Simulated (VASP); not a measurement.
Crystal: HfO2.

```
Hf O
1.0
     3.55802    0.00000    0.00000
     0.00000    3.55802    0.00000
     0.00000    0.00000    5.17186
Hf O
2 4
Direct
  0.50000 0.50000 0.50000
  0.00000 0.00000 0.00000
  0.00000 0.50000 0.69721
  0.50000 0.00000 0.30279
  0.50000 0.00000 0.80279
  0.00000 0.50000 0.19721
```

Base run:

```yaml
Program: VASP 6.6.1
Functional: PBE
Potentials_or_basis: VASP PAW PBE potentials, release 64 (Hf_pv, O)
Cutoff: 600 eV
k_mesh: 6 × 6 × 4
Occupations: gaussian, width 0.01 eV
Spin: no spin polarisation
```

Its results: band gap on the k mesh 4.76 eV (least direct gap 4.84 eV); pressure 6.3 GPa; largest force 0.098 eV/Å.

After a change of settings the same cell gave: band gap on the k mesh 4.69 eV (least direct gap 4.77 eV); pressure 7.5 GPa; largest force 0.045 eV/Å. Which change was it?
A. k mesh from 6 × 6 × 4 to 8 × 8 × 6
B. k mesh from 6 × 6 × 4 to 6 × 6 × 6
C. k mesh from 6 × 6 × 4 to 4 × 4 × 2
D. k mesh from 6 × 6 × 4 to 2 × 2 × 2

D.

Caveats: some runs use coarse meshes; spin-orbit coupling is left out, which moves the levels of the heavy elements; the cell stands under pressure (at least some runs).
